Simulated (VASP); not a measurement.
Crystal: TaN.

```xyz
2
Lattice="0.0000 2.1662 2.1662 2.1662 0.0000 2.1662 2.1662 2.1662 0.0000" Properties=species:S:1:pos:R:3 pbc="T T T"
Ta    2.1662    2.1662    2.1662
N     0.0000    0.0000    0.0000
```

Base run:

- Program: VASP 6.6.1
- Functional: BLYP
- Dispersion: D3(BJ)
- Potentials or basis: VASP PAW PBE potentials, release 64 (Ta_sv_GW, N)
- Cutoff: 700 eV
- k mesh: 10 × 10 × 10
- Occupations: fermi-dirac, width 0.05 eV
- Spin: no spin polarisation

Its results: band gap on the k mesh zero (bands 9 and 10 overlap by 4.17 eV); pressure 16.5 GPa.

Q: The run is repeated on the same cell with these changes: functional from BLYP to PBEsol. What comes out?

A: Band gap on the k mesh zero (bands 9 and 10 overlap by 4.31 eV); pressure 3.6 GPa.

PBEsol binds more tightly than BLYP, so the same cell stands under less pressure.

Caveats: the cell stands under pressure; the PAW data sets were made with another functional, which shifts forces and pressure a little; spin-orbit coupling is left out, which moves the levels of the heavy elements; the dispersion term is far too large for a dense solid, which distorts pressure and volume (at least some runs).
